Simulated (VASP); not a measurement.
SiC, 2 atoms in the cell. The structure is trigonal, space group R3m (No. 160). Conventional cell: a = 2.994 Å, b = 2.994 Å, c = 7.141 Å, α = 90.00°, β = 90.00°, γ = 120.00°. Si (site symmetry 3m) has 4 C at 1.79 to 1.83 Å within 2.4 Å. C (site symmetry 3m) has 4 Si at 1.79 to 1.83 Å within 2.4 Å. 

| Quantity | Value |
| --- | --- |
| Program | VASP 6.6.1 |
| Task | single point |
| Functional | PBE |
| Potentials or basis | VASP PAW PBE potentials, release 64 (Si, C) |
| Cutoff | 520 eV |
| k mesh | 12 × 12 × 12 |
| Occupations | gaussian, width 0.05 eV |
| Spin | no spin polarisation |
| Dipole correction | no |
| Further INCAR settings | ALGO = Normal; EDIFF = 1e-07; NBANDS = 11 |

Potentials or basis: VASP PAW PBE potentials, release 64 (Si, C).

Run with:

```bash
$ cat potpaw_PBE.64/Si/POTCAR potpaw_PBE.64/C/POTCAR > POTCAR
$ mpirun -np 1 vasp_std > vasp.out
```

Hardware: 1 thread of Intel Xeon 8259CL, on a shared host.

Task: How long does it take, and how much memory?

Result: It took 48 s on 1 thread of Intel Xeon 8259CL, with other jobs on the host, peak memory 0.16 GiB. Counts: scf iterations 13, k points 189.
